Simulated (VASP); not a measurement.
**SiGe4Pt: relaxation of cell and atoms with PBE**

The system is SiGe4Pt.

```
Si Ge Pt
1.0
    -3.40214    3.40214    2.93420
     3.40214   -3.40214    2.93420
     3.40214    3.40214   -2.93420
Si Ge Pt
1 4 1
Cartesian
  0.0000 0.0000 2.9342
  1.1566 4.5587 1.4671
  -1.1566 2.2456 1.4671
  4.5587 -1.1566 1.4671
  2.2456 1.1566 1.4671
  0.0000 0.0000 0.0000
```

The cell was generated, and may not be a known phase.

* Program: VASP 6.6.1
* Task: relaxation of cell and atoms
* Functional: PBE
* Potentials or basis: VASP PAW PBE potentials, release 64 (Si, Ge_d, Pt)
* Cutoff: 600 eV
* k mesh: 4 × 4 × 4
* Occupations: gaussian, width 0.1 eV
* Spin: no spin polarisation
* Dipole correction: no
* Further INCAR settings: ALGO = Normal; EDIFF = 1e-07; IBRION = 2; EDIFFG = -0.04; NSW = 90; ISIF = 3

The relaxed volume is 18.03 Å³/atom, the relaxed cell is a = 5.199 Å, b = 5.199 Å, c = 5.199 Å, α = 109.19°, β = 109.19°, γ = 110.04° and the space group after relaxing (to 0.1 Å) is I422 (No. 97). The energy gained by relaxing is 212.9 meV/atom, the ionic steps are 16 and the pressure after relaxing is 0.0 GPa. The band gap on the k mesh is zero (bands 35 and 36 overlap by 1.86 eV).

Step by step:
```
step  energy change (eV)  largest force (eV/Å)  pressure (GPa)  volume (Å³)
   1              0.0000                0.0699          -10.56       135.85
   2             -0.9059                0.5576            3.08       108.58
   3             -0.9407                0.4397           -0.03       112.18
   4             -0.9835                0.4061            0.01       111.53
   5             -1.0998                0.2569            0.19       109.57
   6             -1.1726                0.5095            1.66       105.54
   7             -1.1840                0.0412            0.52       107.65
   8             -1.2020                0.1691            0.94       106.60
   9             -1.2276                0.3802            0.19       107.32
  10             -1.2276                0.3789            0.22       107.32
  11             -1.2535                0.2549            0.00       107.70
  12             -1.2754                0.0491           -0.41       108.81
  13             -1.2770                0.0024           -0.36       108.60
  14             -1.2770                0.0093           -0.35       108.57
  15             -1.2770                0.0134            0.35       107.79
  16             -1.2775                0.0014            0.00       108.19
```

Final structure:
```cif
data_structure
_symmetry_space_group_name_H-M 'P 1'
_symmetry_Int_Tables_number 1
_cell_length_a 5.1993
_cell_length_b 5.1993
_cell_length_c 5.1993
_cell_angle_alpha 109.188
_cell_angle_beta 109.188
_cell_angle_gamma 110.039
_cell_volume 108.19
loop_
_atom_site_label
_atom_site_type_symbol
_atom_site_fract_x
_atom_site_fract_y
_atom_site_fract_z
_atom_site_occupancy
Si1 Si 0.50000 0.50000 0.00000 1
Ge1 Ge 0.90529 0.40529 0.81057 1
Ge2 Ge 0.59471 0.09471 0.18943 1
Ge3 Ge 0.09471 0.90529 0.50000 1
Ge4 Ge 0.40529 0.59471 0.50000 1
Pt1 Pt 0.00000 0.00000 0.00000 1
```

Levels at points of the mesh, in eV from the Fermi level:
| k point | band 32 | band 33 | band 34 | band 35 | band 36 | band 37 | band 38 | band 39 |
| --- | --- | --- | --- | --- | --- | --- | --- | --- |
| (0.00, 0.00, 0.00) | -2.87 | -2.75 | -2.12 | -1.19 | -1.19 | -0.99 | -0.93 | 2.68 |
| (0.50, 0.00, 0.00) | -2.42 | -1.87 | -1.33 | 0.08 | 0.96 | 1.18 | 1.73 | 1.99 |
| (0.50, 0.50, 0.00) | -2.50 | -2.36 | -1.29 | -0.91 | 0.81 | 1.96 | 2.02 | 2.03 |
| (0.50, 0.50, 0.50) | -1.69 | -1.36 | 0.07 | 0.07 | 1.39 | 1.39 | 1.60 | 1.96 |

It took 14 min on 1 thread of Intel(R) Xeon(R) 6975P-C (Granite Rapids) (shared host), peak memory 0.37 GiB.

Caveat: the volume moved by over 15 % at a fixed basis, so the end points are rough; spin-orbit coupling is left out, which moves the levels of the heavy elements.
